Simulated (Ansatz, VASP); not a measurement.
Two plane-wave programs on ReBi

```
CELL_PARAMETERS angstrom
4.56124 0.00000 0.00000
-2.28062 3.95015 0.00000
0.00000 0.00000 5.05343
ATOMIC_POSITIONS crystal
Re 0.00000 0.00000 0.00000
Re 0.00000 0.00000 0.50000
Bi 0.33333 0.66667 0.25000
Bi 0.66667 0.33333 0.75000
```

Alike in both runs: task single point; functional PBEsol; k mesh 10 × 10 × 6; occupations gaussian, width 0.05 eV; no spin polarisation.

|  | VASP | Ansatz |
| --- | --- | --- |
| version | VASP 6.6.1 | Ansatz 0.2.0 |
| potentials or method | VASP PAW PBE potentials, release 64 (Re, Bi_d), cutoff 520 eV | scalar-relativistic, plane waves, PAW |
| valence electrons in the cell | 44 | 60 |

```csv
,VASP,Ansatz,Ansatz less VASP
gap on the k mesh at the Fermi level (eV),none,none,-
pressure (GPa),-5.3,-5.1,+0.12
"traceless stress, the component that is largest in VASP (GPa)",-0.85,-0.68,+0.166
```

VASP's potentials were made for PBE, not for PBEsol. A gap of «none» marks a metal or a gap that the smearing closes. With one functional, cell and mesh, what is left measures potentials, basis and numerics. VASP's potentials hold 44 valence electrons a cell and Ansatz's 60, so a difference there can come from the potentials and not from the codes.

Neither program's run includes spin-orbit coupling.
